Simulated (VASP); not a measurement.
# HfSiO4 in VASP: single point with PBEsol

Aim: the single point of HfSiO4 with PBEsol.

All numbers are computed with VASP 6.6.1; they aren't measurements. Logs are shortened: lines on timing, memory, paths and dates and some standing lists are left out, and cuts for length are marked.

## (1) The cell of the first run

The typed cell holds 36 atoms: a = 6.582 Å, b = 6.582 Å, c = 10.087 Å, α = 109.04°, β = 109.04°, γ = 90.00°.

## (2) Single point, PBEsol

The input, INCAR:

```
PREC = Accurate
ENCUT = 520
EDIFF = 1E-7
ISMEAR = 0
SIGMA = 0.02
LREAL = Auto
LASPH = T
NELM = 80
ALGO = Normal
ISIF = 2
LWAVE = F
LCHARG = F
GGA = PS
NBANDS = 138
```

The input, KPOINTS:

```
Automatic mesh
0
Gamma
  2 2 2
```

The input, POSCAR:

```
HfSiO4
1.0
    6.5820234007      0.0000000000      0.0000000000
    0.0000000000      6.5820234007      0.0000000000
   -3.2910117004     -3.2910117004      8.9492008858
Hf Si O
6 6 24
Direct
    0.0004228024      0.0001810630      0.0003996238
    0.3337452473      0.3335032702      0.6670639841
    0.6670721204      0.6668311823      0.3337339286
    0.0837348392      0.5835174843      0.1670670007
    0.4170864794      0.9168264111      0.8337361415
    0.7504139462      0.2501705284      0.5003970250
    0.5837616463      0.0834907202      0.1670671310
    0.9170670706      0.4168448843      0.8337297769
    0.2504187683      0.7501804607      0.5004008051
    0.1670795957      0.1668476889      0.3337313418
    0.5004043368      0.5001548837      0.0004013557
    0.8337428817      0.8335106116      0.6670659026
    0.4398821276      0.2546986840      0.8792864185
    0.7732066448      0.5880497318      0.5459473639
    0.1065456213      0.9213876041      0.2126166823
    0.7081022992      0.0228995139      0.0459531459
    0.0414157517      0.3562474921      0.7126142757
    0.3747480272      0.6895905356      0.3792772778
    0.3382973614      0.0229545353      0.0459539836
    0.6716113515      0.3563196199      0.7126098751
    0.0049510810      0.6896711268      0.3792948723
    0.1064828436      0.2911940659      0.2126173549
    0.4398168705      0.6244998369      0.8792839586
    0.7731383533      0.9578518802      0.5459495407
    0.3760534962      0.5607025697      0.1215116967
    0.7094129720      0.8940576531      0.7881882397
    0.0427371957      0.2273848614      0.4548480304
    0.6443196485      0.3289531483      0.2881791244
    0.9776385421      0.6623054445      0.9548447107
    0.3110049291      0.9956363246      0.6215150648
    0.6443051069      0.9591509674      0.2881828271
    0.9776002589      0.2924998878      0.9548443665
    0.3109722464      0.6258259650      0.6215117316
    0.4125388812      0.2274063957      0.4548383623
    0.7458619660      0.5607254412      0.1215215763
    0.0792126230      0.8940799135      0.7881729302
```

Potentials or basis: VASP PAW PBE potentials, release 64 (Hf_pv, Si, O).

Command:

```bash
$ cat potpaw_PBE.64/Hf_pv/POTCAR potpaw_PBE.64/Si/POTCAR potpaw_PBE.64/O/POTCAR > POTCAR
$ mpirun -np 1 vasp_std > vasp.out
```

OUTCAR:

```text
PREC = Accurate
   ENCUT = 520
   EDIFF = 1E-7
   ISMEAR = 0
   LREAL = Auto
   LASPH = T
   NELM = 80
   ISIF = 2
   GGA = PS

 ion  position               nearest neighbor table
   1  0.000  0.000  0.000-  32 2.11  16 2.11  19 2.11  29 2.11  26 2.26  15 2.26  22 2.26  36 2.26
                            10 2.98  12 2.98   5 3.61   4 3.61   5 3.61   4 3.61
   2  0.334  0.334  0.667-  20 2.11  30 2.11  33 2.11  17 2.11  23 2.26  27 2.26  34 2.26  13 2.26
                            10 2.98  11 2.98   5 3.61   6 3.61   6 3.61   5 3.61
   3  0.667  0.667  0.334-  18 2.11  31 2.11  21 2.11  28 2.11  14 2.26  35 2.26  24 2.26  25 2.26
                            12 2.98  11 2.98   6 3.61   4 3.61   4 3.61   6 3.61
   4  0.084  0.584  0.167-  15 2.11  25 2.11  22 2.11  35 2.11  18 2.26  29 2.26  32 2.26  21 2.26
                             9 2.98   8 2.98   3 3.61   1 3.61   1 3.61   3 3.61
   5  0.417  0.917  0.834-  36 2.11  13 2.11  26 2.11  23 2.11  19 2.26  33 2.26  16 2.26  30 2.26
                             7 2.98   9 2.98   2 3.61   1 3.61   1 3.61   2 3.61
   6  0.750  0.250  0.500-  24 2.11  27 2.11  34 2.11  14 2.11  28 2.26  17 2.26  20 2.26  31 2.26
                             7 2.98   8 2.98   3 3.61   2 3.61   2 3.61   3 3.61
   7  0.584  0.083  0.167-  16 1.63  31 1.63  28 1.63  19 1.63   6 2.98   5 2.98
   8  0.917  0.417  0.834-  20 1.63  32 1.63  29 1.63  17 1.63   6 2.98   4 2.98
   9  0.250  0.750  0.500-  30 1.63  18 1.63  21 1.63  33 1.63   4 2.98   5 2.98
  10  0.167  0.167  0.334-  34 1.63  22 1.63  15 1.63  27 1.63   1 2.98   2 2.98
  11  0.500  0.500  0.000-  13 1.63  25 1.63  35 1.63  23 1.63   3 2.98   2 2.98
  12  0.834  0.834  0.667-  26 1.63  24 1.63  14 1.63  36 1.63   3 2.98   1 2.98
  13  0.440  0.255  0.879-  11 1.63   5 2.11   2 2.26
  14  0.773  0.588  0.546-  12 1.63   6 2.11   3 2.26
  15  0.107  0.921  0.213-  10 1.63   4 2.11   1 2.26
  16  0.708  0.023  0.046-   7 1.63   1 2.11   5 2.26
  17  0.041  0.356  0.713-   8 1.63   2 2.11   6 2.26
  18  0.375  0.690  0.379-   9 1.63   3 2.11   4 2.26
[... 16 lines left out ...]
  35  0.746  0.561  0.122-  11 1.63   4 2.11   3 2.26
  36  0.079  0.894  0.788-  12 1.63   5 2.11   1 2.26

  LATTYP: Found a body centered tetragonal cell.
 ALAT       =     6.5820234007
 C/A-ratio  =     2.7192856485

  Lattice vectors:

 A1 = (   3.2910117004,  -3.2910117003,  -8.9492008858)
 A2 = (  -3.2910117003,   3.2910117004,  -8.9492008858)
 A3 = (   3.2910117003,   3.2910117003,   8.9492008858)

Analysis of symmetry for initial positions (statically):
=====================================================================
 Subroutine PRICEL returns:
 Original cell was already a primitive cell.

 Routine SETGRP: Setting up the symmetry group for a
 body centered tetragonal supercell.

 Subroutine GETGRP returns: Found  1 space group operations
 (whereof  1 operations were pure point group operations)
 out of a pool of 16 trial point group operations.

The static configuration has the point symmetry C_1 .

Analysis of symmetry for dynamics (positions and initial velocities):
=====================================================================
 Subroutine PRICEL returns:
 Original cell was already a primitive cell.

 Routine SETGRP: Setting up the symmetry group for a
 body centered tetragonal supercell.

 Subroutine GETGRP returns: Found  1 space group operations
 (whereof  1 operations were pure point group operations)
 out of a pool of 16 trial point group operations.

The dynamic configuration has the point symmetry C_1 .

 Subroutine INISYM returns: Found  1 space group operations
 (whereof  1 operations are pure point group operations),
 and found     1 'primitive' translations

----------------------------------------------------------------------------------------

                                     Primitive cell

  volume of cell :     387.7065

  direct lattice vectors                    reciprocal lattice vectors
     6.582023401  0.000000000  0.000000000     0.151928965  0.000000000  0.055870910
     0.000000000  6.582023401  0.000000000     0.000000000  0.151928965  0.055870910
    -3.291011700 -3.291011700  8.949200886     0.000000000  0.000000000  0.111741821

  length of vectors
     6.582023401  6.582023401 10.087106251     0.161876400  0.161876400  0.111741821

  position of ions in fractional coordinates (direct lattice)
     0.000422802  0.000181063  0.000399624
     0.333745247  0.333503270  0.667063984
     0.667072120  0.666831182  0.333733929
     0.083734839  0.583517484  0.167067001
     0.417086479  0.916826411  0.833736141
     0.750413946  0.250170528  0.500397025
[... 28 lines left out ...]
     0.745861966  0.560725441  0.121521576
     0.079212623  0.894079914  0.788172930

  ion indices of the primitive-cell ions
   primitive index   ion index
                 1           1
                 2           2
                 3           3
                 4           4
                 5           5
                 6           6
[... 28 lines left out ...]
                35          35
                36          36

----------------------------------------------------------------------------------------

 KPOINTS: Automatic mesh

Automatic generation of k-mesh.
 Grid dimensions read from file:
 generate k-points for:    2    2    2

 Generating k-lattice:

  Cartesian coordinates                     Fractional coordinates (reciprocal lattice)
     0.075964482  0.000000000  0.027935455     0.500000000  0.000000000  0.000000000
     0.000000000  0.075964482  0.027935455     0.000000000  0.500000000  0.000000000
     0.000000000  0.000000000  0.055870910     0.000000000  0.000000000  0.500000000

  Length of vectors
     0.080938200  0.080938200  0.055870910

  Shift w.r.t. Gamma in fractional coordinates (k-lattice)
     0.000000000  0.000000000  0.000000000

 Subroutine IBZKPT returns following result:
 ===========================================

 Found      8 irreducible k-points:

 Following reciprocal coordinates:
            Coordinates               Weight
  0.000000  0.000000  0.000000      1.000000
  0.500000  0.000000 -0.000000      1.000000
  0.000000  0.500000  0.500000      1.000000
  0.500000  0.000000  0.500000      1.000000
  0.000000  0.500000 -0.000000      1.000000
  0.500000  0.500000 -0.000000      1.000000
  0.500000  0.500000  0.500000      1.000000
  0.000000  0.000000  0.500000      1.000000
   k-points           NKPTS =      8   k-points in BZ     NKDIM =      8   number of bands    NBANDS=    138
   number of dos      NEDOS =    301   number of ions     NIONS =     36
   total plane-waves  NPLWV = 200000
   dimension x,y,z NGX =    50 NGY =   50 NGZ =   80
   dimension x,y,z NGXF=   100 NGYF=  100 NGZF=  160
   ions per type =               6   6  24
   NGX,Y,Z   is equivalent  to a cutoff of  12.63, 12.63, 13.18 a.u.
   NGXF,Y,Z  is equivalent  to a cutoff of  25.26, 25.26, 26.37 a.u.
 SYSTEM =  unknown system
   PREC   = accura    normal or accurate (medium, high low for compatibility)
   ISTART =      0    job   : 0-new  1-cont  2-samecut
   ICHARG =      2    charge: 1-file 2-atom 10-const
   ISPIN  =      1    spin polarized calculation?
   LNONCOLLINEAR =      F non collinear calculations
   LSORBIT =      F    spin-orbit coupling
   LASPH  =      T    aspherical Exc in radial PAW
   ENCUT  =  520.0 eV  38.22 Ry    6.18 a.u.  12.24 12.24 18.76*2*pi/ulx,y,z
   NELM   =     80;   NELMIN=  2; NELMDL= -5     # of ELM steps
   EDIFF  = 0.1E-06   stopping-criterion for ELM
   LREAL  =      T    real-space projection
   EDIFFG = 0.1E-05   stopping-criterion for IOM
   NSW    =      0    number of steps for IOM
   IBRION =     -1    ionic relax: 0-MD 1-quasi-New 2-CG
   NFREE  =      0    steps in history (QN), initial steepest desc. (CG)
   ISIF   =      2    stress and relaxation
   ISYM   =      2    0-nonsym 1-usesym 2-fastsym
   POTIM  = 0.5000    time-step for ionic-motion
   TEBEG  =    0.0;   TEEND  =   0.0 temperature during run
   PSTRESS=    0.0 pullay stress
   NELECT =     228.0000    total number of electrons
   NUPDOWN=      -1.0000    fix difference up-down
   EMIN   =  10.00;   EMAX   =-10.00  energy-range for DOS
   EFERMI =   0.00;   METHOD = LEGACY
   ISMEAR =     0;   SIGMA  =   0.02  broadening in eV -4-tet -1-fermi 0-gaus
   EFERMI_NEDOS =   21; number of points for ismear=-14 and -15
   IALGO  =     38    algorithm
   IMIX   =      4    mixing-type and parameters
     AMIX     =   0.40;   BMIX     =  1.00
     AMIX_MAG =   1.60;   BMIX_MAG =  1.00
  volume/ion in A,a.u.               =      10.77        72.68
  Fermi-wavevector in a.u.,A,eV,Ry     =   1.371572  2.591896 25.595429  1.881211
  Thomas-Fermi vector in A             =   2.497257
   LORBIT       =      0    0 simple, 1 ext, 2 COOP (PROOUT), +10 PAW based schemes
   GGA     = PS    functional components
   LHFCALC =     F    Hartree Fock is set to
   AEXX    =    0.0000 exact exchange contribution
   IVDW    =     0    specifies the selected vdW correction
   LEPSILON=     F    determine dielectric tensor
   LRPA    =     F    only Hartree local field effects (RPA)
 non-spin polarized calculation
 Gauss-broadening in eV      SIGMA  =   0.02
  energy-cutoff  :      520.00
  volume of cell :      387.71
 maximum number of plane-waves:     10505
 NGX is ok and might be reduce to    50
   NGX = 25   NGY = 25   NGZ = 37

 number of electron     228.0000004 magnetization

 Free energy of the ion-electron system (eV)
  ---------------------------------------------------
  ext. energy  EPLUGINS =         0.00000000
  ---------------------------------------------------
  free energy    TOTEN  =      -340.30647685 eV

  energy without entropy =     -340.30647685  energy(sigma->0) =     -340.30647685

 E-fermi :   3.3354     XC(G=0): -11.3435

 val. band max:        3.1545461345   @ k =   0.0000   0.0000   0.0000
 cond. band min:       8.4889534557   @ k =   0.5000   0.5000   0.5000
 fundamental gap:      5.3344073212
 Fermi energy:         3.3354450437

 k-point     1 :       0.0000    0.0000    0.0000
  band No.  band energies     occupation
      1     -26.0934      2.00000
      2     -26.0934      2.00000
      3     -26.0933      2.00000
      4     -26.0933      2.00000
      5     -26.0831      2.00000
      6     -26.0831      2.00000
[... 1021 lines left out ...]
    125       9.6720      0.00000
    126       9.6720      0.00000
 [bands above 126 left out]

------------------------ aborting loop because EDIFF is reached ----------------------------------------

  FORCE on cell =-STRESS in cart. coord.  units (eV):
  Direction    XX          YY          ZZ          XY          YZ          ZX
  --------------------------------------------------------------------------------------
  -------------------------------------------------------------------------------------
  Total       -3.7630983     -3.7631808     -2.4112341     -0.0049091      0.0019598      0.0021315
  in kB      -15.5508112    -15.5511519     -9.9643016     -0.0202867      0.0080987      0.0088085
  external PRESSURE =     -13.6887549 kB  Pullay stress =       0.0000000 kB

 VOLUME and BASIS-vectors are now :
 -----------------------------------------------------------------------------
  energy-cutoff  :      520.00
  volume of cell :      387.71
      direct lattice vectors                 reciprocal lattice vectors
     6.582023401  0.000000000  0.000000000     0.151928965  0.000000000  0.055870910
     0.000000000  6.582023401  0.000000000     0.000000000  0.151928965  0.055870910
    -3.291011700 -3.291011700  8.949200886     0.000000000  0.000000000  0.111741821

 POSITION                                       TOTAL-FORCE (eV/Angst)
 -----------------------------------------------------------------------------------
      0.00147     -0.00012      0.00358        -0.000338     -0.000498     -0.001452
      0.00140     -0.00019      5.96969         0.000405      0.001844      0.000771
      3.29236      3.29078      2.98665        -0.001634     -0.001167     -0.000639
      0.00133      3.29091      1.49512        -0.000882     -0.001594      0.000790
      0.00144      3.29074      7.46127         0.002397      0.001640     -0.000781
      3.29243     -0.00018      4.47815         0.000235      0.000182     -0.000066
[... 28 lines left out ...]
      4.50935      3.29078      1.08752         0.164619      0.000990      0.161548
     -2.07251      3.29097      7.05352         0.162016      0.001108      0.162118
 -----------------------------------------------------------------------------------
    total drift:                                0.001257      0.001372      0.011906

  FREE ENERGIE OF THE ION-ELECTRON SYSTEM (eV)
  ---------------------------------------------------
  free  energy   TOTEN  =      -340.3064768510 eV

  energy  without entropy=     -340.3064768510  energy(sigma->0) =     -340.30647685
```

Run time: 15 min. Hardware: 1 thread of AMD EPYC 7R43 (Zen 3), shared host; peak memory 0.58 GiB.

What came out:

```
Free energy            : -340.3065 eV
Pressure               : -1.4 GPa
Largest force          : 0.232 eV/Å
Band gap on the k mesh : 5.33 eV
```

Forces in eV/Å, atoms in the order of the input:
```
Hf   0.000  0.000 -0.001
Hf   0.000  0.002  0.001
Hf  -0.002 -0.001 -0.001
Hf  -0.001 -0.002  0.001
Hf   0.002  0.002 -0.001
Hf   0.000  0.000  0.000
Si  -0.001  0.000 -0.004
Si   0.001  0.000  0.005
Si  -0.001  0.000  0.002
Si   0.000 -0.001 -0.001
Si  -0.001  0.000  0.001
Si   0.001 -0.001  0.001
O    0.000 -0.165 -0.163
O   -0.001 -0.164 -0.161
O   -0.001 -0.163 -0.161
O    0.164  0.004 -0.158
O    0.165 -0.002 -0.162
O    0.163  0.000 -0.163
O   -0.165  0.002 -0.160
O   -0.162 -0.002 -0.159
O   -0.163  0.002 -0.157
O    0.003  0.161 -0.162
O   -0.001  0.165 -0.160
O    0.000  0.164 -0.162
O   -0.164  0.001  0.159
O   -0.162 -0.004  0.160
O   -0.163  0.000  0.163
O    0.002  0.163  0.159
O   -0.003  0.166  0.159
O   -0.001  0.163  0.156
O    0.002 -0.165  0.162
O   -0.004 -0.164  0.161
O    0.001 -0.163  0.159
O    0.164  0.001  0.161
O    0.165  0.001  0.162
O    0.162  0.001  0.162
```

Stress tensor (GPa, compression positive):
```
-1.56  0.00  0.00
 0.00 -1.56  0.00
 0.00  0.00 -1.00
```

Caveat: the k points lie up to 0.51 Å⁻¹ apart; the PAW data sets were made with another functional, which shifts forces and pressure a little; spin-orbit coupling is left out, which moves the levels of the heavy elements. A k mesh can miss the band edges.
